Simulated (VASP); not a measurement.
Input of a VASP 6.6.1 run:

File INCAR:

```
SYSTEM = Ba
ALGO     = Fast           ! electronic algorithm
EDIFF    = 1E-7           ! SCF threshold, eV
ENCUT    = 520            ! plane-wave cutoff, eV
GGA      = CA             ! functional
ISIF     = 2              ! what is computed and relaxed
ISMEAR   = 0              ! smearing method
LASPH    = .TRUE.         ! aspherical terms in the spheres
LCHARG   = .TRUE.         ! write CHGCAR
LELF     = .TRUE.         ! ELF
LREAL    = .FALSE.        ! projectors in reciprocal space
LVHAR    = .TRUE.       
LWAVE    = .FALSE.        ! write WAVECAR
NBANDS   = 11             ! bands
NELM     = 60             ! most SCF steps
PREC     = Accurate       ! precision mode
SIGMA    = 0.15           ! smearing width, eV
```

File KPOINTS:

```
k-points
0
G
  16 16 16
  0 0 0
```

Contents of POSCAR:

```
Ba
1.0
    3.5984618652      0.0000000000      0.0000000000
    0.0000000000      3.5984618652      0.0000000000
    0.0000000000      0.0000000000      3.8210471352
Ba
1
Direct
    0.0000000000      0.0000000000      0.0000000000
```

Potentials or basis: VASP PAW LDA potentials, release 64 (Ba_sv).

Run with:

```sh
$ cat potpaw_LDA.64/Ba_sv/POTCAR > POTCAR
$ mpirun -np 1 vasp_std > vasp.out
```

(1) What does it give for the band gap on the k mesh?

(2) Estimate the pressure.

Answers

(1) zero (bands 5 and 6 overlap by 0.58 eV).

(2) 0.6 GPa.

Caveat: the cell differs from its parent crystal (strain -0.030 along x and y, +0.030 along z); spin-orbit coupling is left out, which moves the levels of the heavy elements.
